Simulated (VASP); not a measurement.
# Sn (R-3m) in VASP: single point with PBE

Aim: the single point of Sn with PBE.

Everything below comes from runs of VASP 6.6.1. Logs are shortened: lines on timing, memory, paths and dates and some standing lists are left out, and cuts for length are marked.

## (1) The cell of the first run

The structure is trigonal, space group R-3m (No. 166). The conventional cell has a = 3.392 Å, b = 3.392 Å, c = 25.192 Å, α = 90.00°, β = 90.00°, γ = 120.00°. Sn (site symmetry -3m) has 12 Sn at 3.39 to 3.41 Å within 4.5 Å. Within 4.5 Å of Sn (site symmetry 3m) lie 12 Sn at 3.39 to 3.44 Å.

## (2) Single point, PBE

The input, INCAR:

```
SYSTEM = Sn
PREC = Accurate
ENCUT = 520
EDIFF = 1E-6
ISMEAR = 0
SIGMA = 0.1
LREAL = .FALSE.
LASPH = .TRUE.
NELM = 80
ALGO = Fast
ISIF = 2
LWAVE = .FALSE.
LCHARG = .FALSE.
GGA = PE
NBANDS = 28
```

The input, KPOINTS:

```
Automatic mesh
0
G
  15 15 15
  0 0 0
```

The input, POSCAR:

```
Sn
1.0
    1.6957798370      0.9790589454      8.3973716607
   -1.6957798370      0.9790589454      8.3973716607
    0.0000000000     -1.9581178907      8.3973716607
Sn
3
Direct
    0.0000000000      0.0000000000      0.0000000000
    0.2227161039      0.2227161039      0.2227161039
    0.7772838961      0.7772838961      0.7772838961
```

Potentials or basis: VASP PAW PBE potentials, release 64 (Sn_d).

The run is started by

```
cat potpaw_PBE.64/Sn_d/POTCAR > POTCAR
mpirun -np 1 vasp_std > vasp.out
```

OUTCAR:

```text
SYSTEM = Sn
   PREC = Accurate
   ENCUT = 520
   EDIFF = 1E-6
   ISMEAR = 0
   LREAL = .FALSE.
   LASPH = .TRUE.
   NELM = 80
   ISIF = 2
   GGA = PE

 ion  position               nearest neighbor table
   1  0.000  0.000  0.000-   3 3.41   2 3.41   3 3.41   3 3.41   2 3.41   2 3.41
   2  0.223  0.223  0.223-   1 3.41   1 3.41   1 3.41   3 3.44   3 3.44   3 3.44
   3  0.777  0.777  0.777-   1 3.41   1 3.41   1 3.41   2 3.44   2 3.44   2 3.44

  LATTYP: Found a trigonal (rhomboedric) cell.
 ALAT       =     8.6226490409
 COS(alpha) =     0.9226451568

  Lattice vectors:

 A1 = (   1.6957798370,   0.9790589454,   8.3973716607)
 A2 = (  -1.6957798370,   0.9790589454,   8.3973716607)
 A3 = (   0.0000000000,  -1.9581178907,   8.3973716607)

Analysis of symmetry for initial positions (statically):
=====================================================================
 Subroutine PRICEL returns:
 Original cell was already a primitive cell.

 Routine SETGRP: Setting up the symmetry group for a
 trigonal (rhombohedral) supercell.

 Subroutine GETGRP returns: Found 12 space group operations
 (whereof 12 operations were pure point group operations)
 out of a pool of 12 trial point group operations.

The static configuration has the point symmetry D_3d.

Analysis of symmetry for dynamics (positions and initial velocities):
=====================================================================
 Subroutine PRICEL returns:
 Original cell was already a primitive cell.

 Routine SETGRP: Setting up the symmetry group for a
 trigonal (rhombohedral) supercell.

 Subroutine GETGRP returns: Found 12 space group operations
 (whereof 12 operations were pure point group operations)
 out of a pool of 12 trial point group operations.

The dynamic configuration has the point symmetry D_3d.

 Subroutine INISYM returns: Found 12 space group operations
 (whereof 12 operations are pure point group operations),
 and found     1 'primitive' translations

----------------------------------------------------------------------------------------

                                     Primitive cell

  volume of cell :      83.6513

  direct lattice vectors                    reciprocal lattice vectors
     1.695779837  0.979058945  8.397371661     0.294849596  0.170231494  0.039694960
    -1.695779837  0.979058945  8.397371661    -0.294849596  0.170231494  0.039694960
     0.000000000 -1.958117891  8.397371661     0.000000000 -0.340462987  0.039694960

  length of vectors
     8.622649041  8.622649041  8.622649041     0.342769216  0.342769216  0.342769216

  position of ions in fractional coordinates (direct lattice)
     0.000000000  0.000000000  0.000000000
     0.222716104  0.222716104  0.222716104
     0.777283896  0.777283896  0.777283896

  ion indices of the primitive-cell ions
   primitive index   ion index
                 1           1
                 2           2
                 3           3

----------------------------------------------------------------------------------------

 KPOINTS: Automatic mesh

Automatic generation of k-mesh.
 Grid dimensions read from file:
 generate k-points for:   15   15   15

 Generating k-lattice:

  Cartesian coordinates                     Fractional coordinates (reciprocal lattice)
     0.019656640  0.011348766  0.002646331     0.066666667  0.000000000 -0.000000000
    -0.019656640  0.011348766  0.002646331     0.000000000  0.066666667 -0.000000000
     0.000000000 -0.022697532  0.002646331     0.000000000  0.000000000  0.066666667

  Length of vectors
     0.022851281  0.022851281  0.022851281

  Shift w.r.t. Gamma in fractional coordinates (k-lattice)
     0.000000000  0.000000000  0.000000000

 Subroutine IBZKPT returns following result:
 ===========================================

 Found    344 irreducible k-points:

 Following reciprocal coordinates:
            Coordinates               Weight
  0.000000  0.000000  0.000000      1.000000
  0.066667 -0.000000  0.000000      6.000000
  0.133333 -0.000000 -0.000000      6.000000
  0.200000 -0.000000  0.000000      6.000000
  0.266667 -0.000000 -0.000000      6.000000
  0.333333 -0.000000  0.000000      6.000000
[... 16 lines left out ...]
  0.133333  0.133333 -0.000000      6.000000
  0.200000  0.133333  0.000000     12.000000
 [... further k-points ...]
   k-points           NKPTS =    344   k-points in BZ     NKDIM =    344   number of bands    NBANDS=     28
   number of dos      NEDOS =    301   number of ions     NIONS =      3
   total plane-waves  NPLWV = 262144
   dimension x,y,z NGX =    64 NGY =   64 NGZ =   64
   dimension x,y,z NGXF=   128 NGYF=  128 NGZF=  128
   ions per type =               3
   NGX,Y,Z   is equivalent  to a cutoff of  12.34, 12.34, 12.34 a.u.
   NGXF,Y,Z  is equivalent  to a cutoff of  24.68, 24.68, 24.68 a.u.
 SYSTEM =  Sn
   PREC   = accura    normal or accurate (medium, high low for compatibility)
   ISTART =      0    job   : 0-new  1-cont  2-samecut
   ICHARG =      2    charge: 1-file 2-atom 10-const
   ISPIN  =      1    spin polarized calculation?
   LNONCOLLINEAR =      F non collinear calculations
   LSORBIT =      F    spin-orbit coupling
   LASPH  =      T    aspherical Exc in radial PAW
   ENCUT  =  520.0 eV  38.22 Ry    6.18 a.u.  16.03 16.03 16.03*2*pi/ulx,y,z
   NELM   =     80;   NELMIN=  2; NELMDL= -5     # of ELM steps
   EDIFF  = 0.1E-05   stopping-criterion for ELM
   LREAL  =      F    real-space projection
   EDIFFG = 0.1E-04   stopping-criterion for IOM
   NSW    =      0    number of steps for IOM
   IBRION =     -1    ionic relax: 0-MD 1-quasi-New 2-CG
   NFREE  =      0    steps in history (QN), initial steepest desc. (CG)
   ISIF   =      2    stress and relaxation
   ISYM   =      2    0-nonsym 1-usesym 2-fastsym
   POTIM  = 0.5000    time-step for ionic-motion
   TEBEG  =    0.0;   TEEND  =   0.0 temperature during run
   PSTRESS=    0.0 pullay stress
   NELECT =      42.0000    total number of electrons
   NUPDOWN=      -1.0000    fix difference up-down
   EMIN   =  10.00;   EMAX   =-10.00  energy-range for DOS
   EFERMI =   0.00;   METHOD = LEGACY
   ISMEAR =     0;   SIGMA  =   0.10  broadening in eV -4-tet -1-fermi 0-gaus
   EFERMI_NEDOS =   21; number of points for ismear=-14 and -15
   IALGO  =     68    algorithm
   IMIX   =      4    mixing-type and parameters
     AMIX     =   0.40;   BMIX     =  1.00
     AMIX_MAG =   1.60;   BMIX_MAG =  1.00
  volume/ion in A,a.u.               =      27.88       188.17
  Fermi-wavevector in a.u.,A,eV,Ry     =   1.301169  2.458852 23.035208  1.693040
  Thomas-Fermi vector in A             =   2.432320
   LORBIT       =      0    0 simple, 1 ext, 2 COOP (PROOUT), +10 PAW based schemes
   GGA     = PE    functional components
   LHFCALC =     F    Hartree Fock is set to
   AEXX    =    0.0000 exact exchange contribution
   IVDW    =     0    specifies the selected vdW correction
   LEPSILON=     F    determine dielectric tensor
   LRPA    =     F    only Hartree local field effects (RPA)
 non-spin polarized calculation
 RMM-DIIS sequential band-by-band and
 Gauss-broadening in eV      SIGMA  =   0.10
  energy-cutoff  :      520.00
  volume of cell :       83.65
 maximum number of plane-waves:      2273
   NGX = 33   NGY = 33   NGZ = 33

 number of electron      42.0000004 magnetization

 Free energy of the ion-electron system (eV)
  ---------------------------------------------------
  ext. energy  EPLUGINS =         0.00000000
  ---------------------------------------------------
  free energy    TOTEN  =       -11.35246855 eV

  energy without entropy =      -11.34450069  energy(sigma->0) =      -11.34848462

 E-fermi :   7.8345     XC(G=0): -10.2460

 val. band max:        7.8281378375   @ k =  -0.1333  -0.3333   0.0667
 cond. band min:       7.8373752280   @ k =   0.4667   0.2000   0.1333
 fundamental gap:      0.0092373905
 Fermi energy:         7.8344875385

 k-point     1 :       0.0000    0.0000    0.0000
  band No.  band energies     occupation
      1     -13.7311      2.00000
      2     -13.7274      2.00000
      3     -13.7253      2.00000
      4     -13.7240      2.00000
      5     -13.7240      2.00000
      6     -13.7133      2.00000
[... 20 lines left out ...]
     27      15.2762      0.00000
     28      17.4030      0.00000

 k-point     2 :       0.0667   -0.0000    0.0000
  band No.  band energies     occupation
      1     -13.7314      2.00000
      2     -13.7278      2.00000
      3     -13.7262      2.00000
      4     -13.7224      2.00000
      5     -13.7189      2.00000
      6     -13.7107      2.00000
[... 20 lines left out ...]
     27      15.3885      0.00000
     28      17.0783      0.00000

 k-point     3 :       0.1333   -0.0000   -0.0000
  band No.  band energies     occupation
      1     -13.7406      2.00000
      2     -13.7326      2.00000
      3     -13.7219      2.00000
      4     -13.7144      2.00000
      5     -13.7065      2.00000
      6     -13.7060      2.00000
[... 20 lines left out ...]
     27      15.3113      0.00000
     28      16.2174      0.00000

 k-point     4 :       0.2000   -0.0000    0.0000
  band No.  band energies     occupation
      1     -13.7530      2.00000
      2     -13.7418      2.00000
      3     -13.7165      2.00000
      4     -13.7103      2.00000
      5     -13.6996      2.00000
      6     -13.6980      2.00000
[... 20 lines left out ...]
     27      14.9162      0.00000
     28      15.4079      0.00000

 k-point     5 :       0.2667   -0.0000   -0.0000
  band No.  band energies     occupation
      1     -13.7657      2.00000
      2     -13.7524      2.00000
      3     -13.7178      2.00000
      4     -13.7146      2.00000
      5     -13.7016      2.00000
      6     -13.6992      2.00000
[... 20 lines left out ...]
     27      14.4232      0.00000
     28      14.8259      0.00000

 k-point     6 :       0.3333   -0.0000    0.0000
  band No.  band energies     occupation
      1     -13.7764      2.00000
      2     -13.7627      2.00000
      3     -13.7270      2.00000
      4     -13.7208      2.00000
      5     -13.7093      2.00000
      6     -13.7077      2.00000
[... 463 lines left out ...]
      5     -13.7036      2.00000
      6     -13.6952      2.00000
[... 20 lines left out ...]
     27      14.8518      0.00000
     28      16.3668      0.00000

 k-point    22 :      -0.0667    0.0667    0.0000
  band No.  band energies     occupation
      1     -13.7320      2.00000
      2     -13.7306      2.00000
      3     -13.7256      2.00000
      4     -13.7234      2.00000
      5     -13.7082      2.00000
      6     -13.7053      2.00000
[... 20 lines left out ...]
     27      15.1785      0.00000
     28      16.8187      0.00000

 k-point    23 :       0.1333    0.1333   -0.0000
  band No.  band energies     occupation
      1     -13.7409      2.00000
      2     -13.7297      2.00000
      3     -13.7207      2.00000
      4     -13.7174      2.00000
      5     -13.7096      2.00000
      6     -13.7070      2.00000
[... 20 lines left out ...]
     27      15.0730      0.00000
     28      16.2073      0.00000

 k-point    24 :       0.2000    0.1333    0.0000
  band No.  band energies     occupation
      1     -13.7428      2.00000
      2     -13.7308      2.00000
      3     -13.7246      2.00000
      4     -13.7156      2.00000
      5     -13.7087      2.00000
      6     -13.6956      2.00000
[... 20 lines left out ...]
     27      14.6497      0.00000
     28      16.2423      0.00000

 [... further k-points ...]

------------------------ aborting loop because EDIFF is reached ----------------------------------------

  FORCE on cell =-STRESS in cart. coord.  units (eV):
  Direction    XX          YY          ZZ          XY          YZ          ZX
  --------------------------------------------------------------------------------------
  -------------------------------------------------------------------------------------
  Total       -0.0064931     -0.0064931      0.0138365      0.0000000      0.0000000      0.0000000
  in kB       -0.1243622     -0.1243622      0.2650117      0.0000000      0.0000000      0.0000000
  external PRESSURE =       0.0054291 kB  Pullay stress =       0.0000000 kB

 VOLUME and BASIS-vectors are now :
 -----------------------------------------------------------------------------
  energy-cutoff  :      520.00
  volume of cell :       83.65
      direct lattice vectors                 reciprocal lattice vectors
     1.695779837  0.979058945  8.397371661     0.294849596  0.170231494  0.039694960
    -1.695779837  0.979058945  8.397371661    -0.294849596  0.170231494  0.039694960
     0.000000000 -1.958117891  8.397371661     0.000000000 -0.340462987  0.039694960

 POSITION                                       TOTAL-FORCE (eV/Angst)
 -----------------------------------------------------------------------------------
      0.00000      0.00000      0.00000        -0.000000     -0.000000     -0.000000
      0.00000      0.00000      5.61069         0.000000     -0.000000     -0.000494
      0.00000      0.00000     19.58143         0.000000      0.000000      0.000494
 -----------------------------------------------------------------------------------
    total drift:                               -0.000000     -0.000000      0.000000

  FREE ENERGIE OF THE ION-ELECTRON SYSTEM (eV)
  ---------------------------------------------------
  free  energy   TOTEN  =       -11.3524685500 eV

  energy  without entropy=      -11.3445006890  energy(sigma->0) =      -11.34848462
```

Wall time 49 min (1 thread of Intel Xeon Platinum 8488C (Sapphire Rapids), shared host); peak memory 0.99 GiB.

What came out:

```
Free energy            : -11.3525 eV
Pressure               : 0.0 GPa
Band gap on the k mesh : zero (bands 21 and 22 overlap by 7.97 eV)
```

Levels at points of the mesh, in eV from the Fermi level:
| k point | band 19 | band 20 | band 21 | band 22 | band 23 | band 24 |
| --- | --- | --- | --- | --- | --- | --- |
| (0.00, 0.00, 0.00) | -1.53 | -1.48 | 6.10 | 6.10 | 6.11 | 6.11 |

Caveat: spin-orbit coupling is left out, which moves the levels of the heavy elements.
